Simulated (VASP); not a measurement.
Here is a VASP 6.6.1 calculation.

The input POSCAR:

```
Rb2LiAlO4
1.0
    5.7664970000      0.0164010000     -0.4464730000
   -0.0913050000      7.1351510000      0.1388220000
   -0.6879010000      0.4037790000      7.1189180000
Rb Al O Li
4 2 8 2
Direct
    0.4562470000      0.2521460000      0.5163050000
    0.9242060000      0.8574840000      0.3349930000
    0.7994520000      0.3942180000      0.1675950000
    0.2551380000      0.1420820000      0.0219350000
    0.8771060000      0.0200810000      0.7071970000
    0.4058900000      0.7798130000      0.2527160000
    0.4966720000      0.6421160000      0.9567480000
    0.7856350000      0.5243880000      0.8083320000
    0.2113170000      0.5092390000      0.8671390000
    0.7557680000      0.0562400000      0.0015460000
    0.2280500000      0.6675210000      0.6433890000
    0.1152240000      0.3542600000      0.6928090000
    0.0069250000      0.6475020000      0.9498370000
    0.1976290000      0.9794720000      0.6409170000
    0.5225150000      0.9010840000      0.8037900000
    0.5759770000      0.6667360000      0.5754300000
```

Contents of INCAR.step1:

```
PREC = Accurate ; ENCUT = 520
ISMEAR = -1 ; SIGMA = 0.0663
LREAL = Auto ; LASPH = T
NELM = 80 ; NBANDS = 62
GGA = PE ; ALGO = Normal
EDIFF = 1E-4 ; LWAVE = T
LCHARG = F
```

Contents of INCAR.step2:

```
PREC = Accurate ; ENCUT = 520
EDIFF = 1E-6 ; ISMEAR = -1
SIGMA = 0.0663 ; LREAL = Auto
LASPH = T ; NELM = 80
ALGO = Normal ; ISIF = 2
LWAVE = F ; LCHARG = F
METAGGA = R2SCAN ; LMIXTAU = T
NBANDS = 62 ; ISTART = 1
```

File KPOINTS:

```
Automatic mesh
0
Gamma
  3 3 3
  0.5 0 0
```

Potentials or basis: VASP PAW PBE potentials, release 64 (Rb_sv, Al, O, Li_sv).

Launch:

```bash
$ cat potpaw_PBE.64/Rb_sv/POTCAR potpaw_PBE.64/Al/POTCAR potpaw_PBE.64/O/POTCAR potpaw_PBE.64/Li_sv/POTCAR > POTCAR
$ cp INCAR.step1 INCAR
$ mpirun -np 1 vasp_std > vasp.out
$ cp INCAR.step2 INCAR
$ mpirun -np 1 vasp_std > vasp.out
```

Q: Estimate the band gap on the k mesh.

A: 0.12 eV (least direct gap 0.22 eV).

Q: Predict the largest force.

A: 3.905 eV/Å.

Forces in eV/Å, atoms in the order of the input:
```
Rb  -0.870  1.044  0.195
Rb   0.537 -0.447 -0.613
Rb   0.135 -0.132 -0.377
Rb   0.187  0.989 -0.616
Al   3.068 -0.046  1.301
Al   0.396 -1.663 -2.594
O   -1.189  1.402  3.120
O    1.370  2.212  1.061
O    0.512 -0.165 -1.202
O    0.488 -0.500 -2.193
O    0.762  1.189 -1.054
O   -0.313 -0.729  0.996
O   -1.913 -2.278 -2.529
O   -1.747  0.407  0.980
Li  -1.222 -0.919  1.088
Li  -0.202 -0.361  2.436
```

Caveat: semilocal functionals underestimate gaps, and a narrow one can read as zero; the PAW data sets were made with another functional, which shifts forces and pressure a little.
